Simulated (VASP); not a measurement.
Here is a VASP 6.6.1 calculation.

The input INCAR:

```
SYSTEM = C4N
ALGO = Normal ; EDIFF = 1E-7
ENCUT = 520 ; GGA = PE
ISIF = 2 ; ISMEAR = 0
LASPH = .TRUE. ; LCHARG = .FALSE.
LREAL = .FALSE. ; LWAVE = .FALSE.
NBANDS = 18 ; NELM = 80
PREC = Accurate ; SIGMA = 0.1
```

Contents of KPOINTS:

```
k-points
0
G
  12 12 12
  0 0 0
```

Contents of POSCAR:

```
C4N
1.0
    3.3390511563      0.0000000000      0.0000000000
    0.0000000000      3.3390511563      0.0000000000
    0.0000000000      0.0000000000      3.3390511563
C N
4 1
Direct
    0.5000000000      0.0000000000      0.0000000000
    0.0000000000      0.5000000000      0.0000000000
    0.0000000000      0.0000000000      0.5000000000
    0.5000000000      0.5000000000      0.5000000000
    0.0000000000      0.0000000000      0.0000000000
```

Potentials or basis: VASP PAW PBE potentials, release 64 (C, N).

The run is started by

```console
$ cat potpaw_PBE.64/C/POTCAR potpaw_PBE.64/N/POTCAR > POTCAR
$ mpirun -np 1 vasp_std > vasp.out
```

(1) What does it give for the pressure?

(2) What does it give for the band gap on the k mesh?

Results:

(1) -0.2 GPa.

(2) zero (an odd number of electrons rules out a gap without spin polarisation).

Caveat: an odd number of electrons without spin polarisation forces a metal; a magnetic or distorted state may lie lower.
